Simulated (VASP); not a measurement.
# GaN (F-43m) in VASP: notebook

Aim: see how the results for GaN move with the level of theory and the settings. Levels: PBE, LDA. Tasks: single point.

Program: VASP 6.6.1. These are calculated values, not measurements. Logs are shortened: lines on timing, memory, paths and dates and some standing lists are left out, and cuts for length are marked.

**1. The cell of the first run**

It takes space group F-43m (No. 216, cubic). The conventional cell has a = 4.498 Å, b = 4.498 Å, c = 4.498 Å, α = 90.00°, β = 90.00°, γ = 90.00°. Within 2.6 Å of Ga (site symmetry -43m) lie 4 N at 1.95 Å. Within 2.6 Å of N (site symmetry -43m) lie 4 Ga at 1.95 Å.

**2. Single point, PBE**

INCAR reads:

```
SYSTEM = GaN
  PREC = Accurate
  ENCUT = 520
  EDIFF = 1E-6
  ISMEAR = 0
  SIGMA = 0.01
  LREAL = .FALSE.
  LASPH = .TRUE.
  NELM = 100
  ALGO = Normal
  ISIF = 2
  LWAVE = .FALSE.
  LCHARG = .TRUE.
  GGA = PE
  LELF = .TRUE.
  LVHAR = .TRUE.
  NBANDS = 16
```

KPOINTS reads:

```
regular mesh
0
G
  6 6 6
  0 0 0
```

POSCAR reads:

```
GaN
1.0
    0.0000000000      2.2489526325      2.2489526325
    2.2489526325      0.0000000000      2.2489526325
    2.2489526325      2.2489526325      0.0000000000
Ga N
1 1
Direct
    0.0000000000      0.0000000000      0.0000000000
    0.7500000000      0.7500000000      0.7500000000
```

Potentials or basis: VASP PAW PBE potentials, release 64 (Ga_d, N).

On the command line:

```console
$ cat potpaw_PBE.64/Ga_d/POTCAR potpaw_PBE.64/N/POTCAR > POTCAR
$ mpirun -np 1 vasp_std > vasp.out
```

OUTCAR:

```text
SYSTEM = GaN
   PREC = Accurate
   ENCUT = 520
   EDIFF = 1E-6
   ISMEAR = 0
   LREAL = .FALSE.
   LASPH = .TRUE.
   NELM = 100
   ISIF = 2
   GGA = PE

 ion  position               nearest neighbor table
   1  0.000  0.000  0.000-   2 1.95   2 1.95   2 1.95   2 1.95
   2  0.750  0.750  0.750-   1 1.95   1 1.95   1 1.95   1 1.95

  LATTYP: Found a face centered cubic cell.
 ALAT       =     4.4979052650

  Lattice vectors:

 A1 = (   0.0000000000,   2.2489526325,   2.2489526325)
 A2 = (   2.2489526325,   0.0000000000,   2.2489526325)
 A3 = (   2.2489526325,   2.2489526325,   0.0000000000)

Analysis of symmetry for initial positions (statically):
=====================================================================
 Subroutine PRICEL returns:
 Original cell was already a primitive cell.

 Routine SETGRP: Setting up the symmetry group for a
 face centered cubic supercell.

 Subroutine GETGRP returns: Found 24 space group operations
 (whereof 24 operations were pure point group operations)
 out of a pool of 48 trial point group operations.

The static configuration has the point symmetry T_d .

Analysis of symmetry for dynamics (positions and initial velocities):
=====================================================================
 Subroutine PRICEL returns:
 Original cell was already a primitive cell.

 Routine SETGRP: Setting up the symmetry group for a
 face centered cubic supercell.

 Subroutine GETGRP returns: Found 24 space group operations
 (whereof 24 operations were pure point group operations)
 out of a pool of 48 trial point group operations.

The dynamic configuration has the point symmetry T_d .

 Subroutine INISYM returns: Found 24 space group operations
 (whereof 24 operations are pure point group operations),
 and found     1 'primitive' translations

----------------------------------------------------------------------------------------

                                     Primitive cell

  volume of cell :      22.7495

  direct lattice vectors                    reciprocal lattice vectors
     0.000000000  2.248952632  2.248952632    -0.222325714  0.222325714  0.222325714
     2.248952632  0.000000000  2.248952632     0.222325714 -0.222325714  0.222325714
     2.248952632  2.248952632  0.000000000     0.222325714  0.222325714 -0.222325714

  length of vectors
     3.180499314  3.180499314  3.180499314     0.385079433  0.385079433  0.385079433

  position of ions in fractional coordinates (direct lattice)
     0.000000000  0.000000000  0.000000000
     0.750000000  0.750000000  0.750000000

  ion indices of the primitive-cell ions
   primitive index   ion index
                 1           1
                 2           2

----------------------------------------------------------------------------------------

 KPOINTS: regular mesh

Automatic generation of k-mesh.
 Grid dimensions read from file:
 generate k-points for:    6    6    6

 Generating k-lattice:

  Cartesian coordinates                     Fractional coordinates (reciprocal lattice)
    -0.037054286  0.037054286  0.037054286     0.166666667  0.000000000  0.000000000
     0.037054286 -0.037054286  0.037054286     0.000000000  0.166666667  0.000000000
     0.037054286  0.037054286 -0.037054286     0.000000000  0.000000000  0.166666667

  Length of vectors
     0.064179905  0.064179905  0.064179905

  Shift w.r.t. Gamma in fractional coordinates (k-lattice)
     0.000000000  0.000000000  0.000000000

 Subroutine IBZKPT returns following result:
 ===========================================

 Found     16 irreducible k-points:

 Following reciprocal coordinates:
            Coordinates               Weight
  0.000000  0.000000  0.000000      1.000000
  0.166667  0.000000  0.000000      8.000000
  0.333333  0.000000  0.000000      8.000000
  0.500000  0.000000  0.000000      4.000000
  0.166667  0.166667  0.000000      6.000000
  0.333333  0.166667  0.000000     24.000000
[... 8 lines left out ...]
 -0.333333  0.333333  0.166667     24.000000
 -0.333333  0.500000  0.166667     12.000000
   k-points           NKPTS =     16   k-points in BZ     NKDIM =     16   number of bands    NBANDS=     16
   number of dos      NEDOS =    301   number of ions     NIONS =      2
   total plane-waves  NPLWV =  13824
   dimension x,y,z NGX =    24 NGY =   24 NGZ =   24
   dimension x,y,z NGXF=    48 NGYF=   48 NGZF=   48
   ions per type =               1   1
   NGX,Y,Z   is equivalent  to a cutoff of  12.54, 12.54, 12.54 a.u.
   NGXF,Y,Z  is equivalent  to a cutoff of  25.09, 25.09, 25.09 a.u.
 SYSTEM =  GaN
   PREC   = accura    normal or accurate (medium, high low for compatibility)
   ISTART =      0    job   : 0-new  1-cont  2-samecut
   ICHARG =      2    charge: 1-file 2-atom 10-const
   ISPIN  =      1    spin polarized calculation?
   LNONCOLLINEAR =      F non collinear calculations
   LSORBIT =      F    spin-orbit coupling
   LASPH  =      T    aspherical Exc in radial PAW
   ENCUT  =  520.0 eV  38.22 Ry    6.18 a.u.   5.91  5.91  5.91*2*pi/ulx,y,z
   NELM   =    100;   NELMIN=  2; NELMDL= -5     # of ELM steps
   EDIFF  = 0.1E-05   stopping-criterion for ELM
   LREAL  =      F    real-space projection
   EDIFFG = 0.1E-04   stopping-criterion for IOM
   NSW    =      0    number of steps for IOM
   IBRION =     -1    ionic relax: 0-MD 1-quasi-New 2-CG
   NFREE  =      0    steps in history (QN), initial steepest desc. (CG)
   ISIF   =      2    stress and relaxation
   ISYM   =      2    0-nonsym 1-usesym 2-fastsym
   POTIM  = 0.5000    time-step for ionic-motion
   TEBEG  =    0.0;   TEEND  =   0.0 temperature during run
   PSTRESS=    0.0 pullay stress
   NELECT =      18.0000    total number of electrons
   NUPDOWN=      -1.0000    fix difference up-down
   EMIN   =  10.00;   EMAX   =-10.00  energy-range for DOS
   EFERMI =   0.00;   METHOD = LEGACY
   ISMEAR =     0;   SIGMA  =   0.01  broadening in eV -4-tet -1-fermi 0-gaus
   EFERMI_NEDOS =   21; number of points for ismear=-14 and -15
   IALGO  =     38    algorithm
   IMIX   =      4    mixing-type and parameters
     AMIX     =   0.40;   BMIX     =  1.00
     AMIX_MAG =   1.60;   BMIX_MAG =  1.00
  volume/ion in A,a.u.               =      11.37        76.76
  Fermi-wavevector in a.u.,A,eV,Ry     =   1.514173  2.861371 31.194328  2.292718
  Thomas-Fermi vector in A             =   2.623866
   LORBIT       =      0    0 simple, 1 ext, 2 COOP (PROOUT), +10 PAW based schemes
   GGA     = PE    functional components
   LHFCALC =     F    Hartree Fock is set to
   AEXX    =    0.0000 exact exchange contribution
   IVDW    =     0    specifies the selected vdW correction
   LEPSILON=     F    determine dielectric tensor
   LRPA    =     F    only Hartree local field effects (RPA)
 non-spin polarized calculation
 Gauss-broadening in eV      SIGMA  =   0.01
  energy-cutoff  :      520.00
  volume of cell :       22.75
 maximum number of plane-waves:       624
   NGX = 11   NGY = 11   NGZ = 11

 number of electron      18.0000009 magnetization

 Free energy of the ion-electron system (eV)
  ---------------------------------------------------
  ext. energy  EPLUGINS =         0.00000000
  ---------------------------------------------------
  free energy    TOTEN  =       -12.13378253 eV

  energy without entropy =      -12.13378253  energy(sigma->0) =      -12.13378253

 E-fermi :   5.4067     XC(G=0): -11.6982

 val. band max:        5.3522813743   @ k =   0.0000   0.0000   0.0000
 cond. band min:       7.1138478633   @ k =   0.0000   0.0000   0.0000
 fundamental gap:      1.7615664890
 Fermi energy:         5.4067023217

 k-point     1 :       0.0000    0.0000    0.0000
  band No.  band energies     occupation
      1     -10.6346      2.00000
      2      -8.0992      2.00000
      3      -8.0992      2.00000
      4      -8.0992      2.00000
      5      -7.7735      2.00000
      6      -7.7735      2.00000
[... 8 lines left out ...]
     15      24.2498      0.00000
     16      24.2499      0.00000

 k-point     2 :       0.1667    0.0000    0.0000
  band No.  band energies     occupation
      1     -10.3466      2.00000
      2      -8.0647      2.00000
      3      -8.0647      2.00000
      4      -7.9730      2.00000
      5      -7.7750      2.00000
      6      -7.7749      2.00000
[... 8 lines left out ...]
     15      22.3014      0.00000
     16      22.3014      0.00000

 k-point     3 :       0.3333    0.0000    0.0000
  band No.  band energies     occupation
      1      -9.8644      2.00000
      2      -8.0188      2.00000
      3      -8.0188      2.00000
      4      -7.7524      2.00000
      5      -7.7523      2.00000
      6      -7.3114      2.00000
[... 8 lines left out ...]
     15      23.0724      0.00000
     16      23.0724      0.00000

 k-point     4 :       0.5000    0.0000    0.0000
  band No.  band energies     occupation
      1      -9.7070      2.00000
      2      -8.0100      2.00000
      3      -8.0100      2.00000
      4      -7.7256      2.00000
      5      -7.7256      2.00000
      6      -6.5273      2.00000
[... 8 lines left out ...]
     15      25.0859      0.00000
     16      25.0859      0.00000
[... 172 lines left out ...]
 k-point    14 :       0.5000    0.3333    0.1667
  band No.  band energies     occupation
      1      -9.6385      2.00000
      2      -7.9619      2.00000
      3      -7.9407      2.00000
      4      -7.8333      2.00000
      5      -7.7362      2.00000
      6      -6.6582      2.00000
[... 8 lines left out ...]
     15      25.3062      0.00000
     16      27.8523      0.00000

 k-point    15 :      -0.3333    0.3333    0.1667
  band No.  band energies     occupation
      1      -9.5645      2.00000
      2      -7.9762      2.00000
      3      -7.9093      2.00000
      4      -7.7971      2.00000
      5      -7.7501      2.00000
      6      -6.0302      2.00000
[... 8 lines left out ...]
     15      24.2917      0.00000
     16      28.2586      0.00000

 k-point    16 :      -0.3333    0.5000    0.1667
  band No.  band energies     occupation
      1      -9.5294      2.00000
      2      -7.9672      2.00000
      3      -7.8918      2.00000
      4      -7.7820      2.00000
      5      -7.7332      2.00000
      6      -5.8836      2.00000
[... 8 lines left out ...]
     15      26.0798      0.00000
     16      28.4746      0.00000

------------------------ aborting loop because EDIFF is reached ----------------------------------------

  FORCE on cell =-STRESS in cart. coord.  units (eV):
  Direction    XX          YY          ZZ          XY          YZ          ZX
  --------------------------------------------------------------------------------------
  -------------------------------------------------------------------------------------
  Total        0.8854183      0.8854183      0.8854183      0.0000000     -0.0000000     -0.0000000
  in kB       62.3574250     62.3574250     62.3574250      0.0000000     -0.0000000     -0.0000000
  external PRESSURE =      62.3574250 kB  Pullay stress =       0.0000000 kB

 VOLUME and BASIS-vectors are now :
 -----------------------------------------------------------------------------
  energy-cutoff  :      520.00
  volume of cell :       22.75
      direct lattice vectors                 reciprocal lattice vectors
     0.000000000  2.248952632  2.248952632    -0.222325714  0.222325714  0.222325714
     2.248952632  0.000000000  2.248952632     0.222325714 -0.222325714  0.222325714
     2.248952632  2.248952632  0.000000000     0.222325714  0.222325714 -0.222325714

 POSITION                                       TOTAL-FORCE (eV/Angst)
 -----------------------------------------------------------------------------------
      0.00000      0.00000      0.00000         0.000000     -0.000000     -0.000000
      3.37343      3.37343      3.37343        -0.000000      0.000000      0.000000
 -----------------------------------------------------------------------------------
    total drift:                               -0.000002     -0.000002     -0.000002

  FREE ENERGIE OF THE ION-ELECTRON SYSTEM (eV)
  ---------------------------------------------------
  free  energy   TOTEN  =       -12.1337825294 eV

  energy  without entropy=      -12.1337825294  energy(sigma->0) =      -12.13378253
```

Wall time 17 s (1 thread of AMD EPYC 7R13, shared host); peak memory 0.11 GiB.

Results:

* Free energy: -12.1338 eV
* Pressure: 6.2 GPa
* Band gap on the k mesh: 1.76 eV, direct

PBE gaps usually lie below the measured ones, often by a third to a half.

**3. Single point, PBE**

INCAR reads:

```
  ALGO = Normal
  EDIFF = 1E-7
  ENCUT = 520
  GGA = PE
  ISIF = 2
  ISMEAR = 0
  LASPH = T
  LCHARG = F
  LREAL = F
  LWAVE = F
  NBANDS = 16
  NELM = 60
  PREC = Accurate
  SIGMA = 0.01
```

KPOINTS reads:

```
k-points
0
Gamma
  6 6 6
```

POSCAR is that of step 2.

Potentials or basis: VASP PAW PBE potentials, release 64 (Ga_d, N).

On the command line:

```console
$ cat potpaw_PBE.64/Ga_d/POTCAR potpaw_PBE.64/N/POTCAR > POTCAR
$ mpirun -np 1 vasp_std > vasp.out
```

Wall time 19 s (1 thread of AMD EPYC 7R13, shared host); peak memory 0.11 GiB.

The run converged. Its results:

```
Free energy            : -12.1338 eV
Pressure               : 6.2 GPa
Band gap on the k mesh : 1.76 eV, direct
```

Levels at points of the mesh, in eV from the valence-band top:
```csv
k point,band 6,band 7,band 8,band 9,band 10,band 11,band 12,band 13
"(0.00, 0.00, 0.00)",-13.13,0.00,0.00,0.00,1.76,10.34,10.34,10.34
"(0.50, 0.00, 0.00)",-11.88,-7.08,-0.98,-0.98,4.68,8.76,10.39,10.39
"(0.50, 0.50, 0.00)",-11.46,-6.15,-2.72,-2.72,3.35,6.70,11.75,14.02
```

A hybrid or GW would open this gap; PBE tends to underestimate it.

**4. Single point, LDA**

This run uses another cell than the first one, of 11.05 Å³/atom, 0.972 times its volume.

INCAR reads:

```
ALGO     = Normal         # electronic algorithm
EDIFF    = 1E-6           # SCF threshold, eV
ENCUT    = 520            # plane-wave cutoff, eV
GGA      = CA             # functional
ISIF     = 2              # what is computed and relaxed
ISMEAR   = -1             # smearing method
LASPH    = True           # aspherical terms in the spheres
LCHARG   = True           # write CHGCAR
LELF     = True           # ELF
LREAL    = False          # projectors in reciprocal space
LVHAR    = True         
LWAVE    = False          # write WAVECAR
NBANDS   = 16             # bands
NELM     = 100            # most SCF steps
PREC     = Accurate       # precision mode
SIGMA    = 0.02           # smearing width, eV
```

KPOINTS reads:

```
k-points
0
Gamma
  8 8 8
```

POSCAR reads:

```
GaN
1.0
    0.0000000000      2.2276639323      2.2276639323
    2.2276639323      0.0000000000      2.2276639323
    2.2276639323      2.2276639323      0.0000000000
Ga N
1 1
Direct
    0.0000000000      0.0000000000      0.0000000000
    0.7500000000      0.7500000000      0.7500000000
```

Potentials or basis: VASP PAW LDA potentials, release 64 (Ga_d, N).

On the command line:

```console
$ cat potpaw_LDA.64/Ga_d/POTCAR potpaw_LDA.64/N/POTCAR > POTCAR
$ mpirun -np 1 vasp_std > vasp.out
```

Run time: 29 s. Hardware: 1 thread of AMD EPYC 7R13, shared host; peak memory 0.1 GiB.

It converged, with:

```
Free energy            : -13.9434 eV
Pressure               : 1.1 GPa
Band gap on the k mesh : 1.97 eV, direct
```

Levels at points of the mesh, in eV from the valence-band top:
```
           k point  band 5  band 6  band 7  band 8  band 9  band 10  band 11  band 12  band 13  band 14
(0.00, 0.00, 0.00)  -13.24  -13.24    0.00    0.00    0.00     1.97    10.33    10.33    10.33    17.77
(0.50, 0.00, 0.00)  -13.18  -11.86   -7.35   -1.02   -1.02     4.78     8.77    10.38    10.38    15.68
(0.50, 0.50, 0.00)  -13.15  -11.38   -6.35   -2.86   -2.86     3.26     6.68    11.75    14.12    14.12
```

Expect the measured gap to be larger: semilocal functionals such as LDA lack the derivative discontinuity.
